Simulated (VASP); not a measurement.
Wanted: the native input for a VASP 6.6.1 run.

| Item | Value |
| --- | --- |
| Task | single point |
| Functional | LDA |
| Potentials or basis | VASP PAW LDA potentials, release 64 (Ba_sv, Ti_sv, O) |
| Cutoff | 520 eV |
| k mesh | 14 × 14 × 14 |
| Occupations | gaussian, width 0.02 eV |
| Spin | no spin polarisation |
| Dipole correction | no |
| Further INCAR settings | ALGO = Normal; EDIFF = 1e-06; NBANDS = 28 |

The structure of BaTiO3 lies in POSCAR:

```
BaTiO3
1.0
    3.9345184538      0.0000000000      0.0000000000
    0.0000000000      3.9345184538      0.0000000000
    0.0000000000      0.0000000000      3.9345184538
Ba Ti O
1 1 3
Direct
    0.0000000000      0.0000000000      0.0000000000
    0.5000000000      0.5000000000      0.5000000000
    0.5000000000      0.5000000000      0.0000000000
    0.5000000000      0.0000000000      0.5000000000
    0.0000000000      0.5000000000      0.5000000000
```

One way to write it, as run:

INCAR

```
SYSTEM = BaTiO3
ALGO = Normal
EDIFF = 1E-6
ENCUT = 520
ISIF = 2
ISMEAR = 0
LASPH = .TRUE.
LCHARG = .TRUE.
LELF = .TRUE.
LREAL = .FALSE.
LVHAR = .TRUE.
LWAVE = .FALSE.
NBANDS = 28
NELM = 80
PREC = Accurate
SIGMA = 0.02
```

KPOINTS

```
k-points
0
G
  14 14 14
  0 0 0
```

Potentials or basis: VASP PAW LDA potentials, release 64 (Ba_sv, Ti_sv, O).

Launch:

```bash
$ cat potpaw_LDA.64/Ba_sv/POTCAR potpaw_LDA.64/Ti_sv/POTCAR potpaw_LDA.64/O/POTCAR > POTCAR
$ mpirun -np 1 vasp_std > vasp.out
```

It gave:

```json
{
  "Pressure": "2.6 GPa",
  "Band gap on the k mesh": "1.75 eV (least direct gap 1.84 eV)"
}
```

Caveat: spin-orbit coupling is left out, which moves the levels of the heavy elements.

It took 83 s on 1 thread of AMD EPYC 9R45 96-Core Processor (Zen 5), with other jobs on the host, peak memory 0.27 GiB.
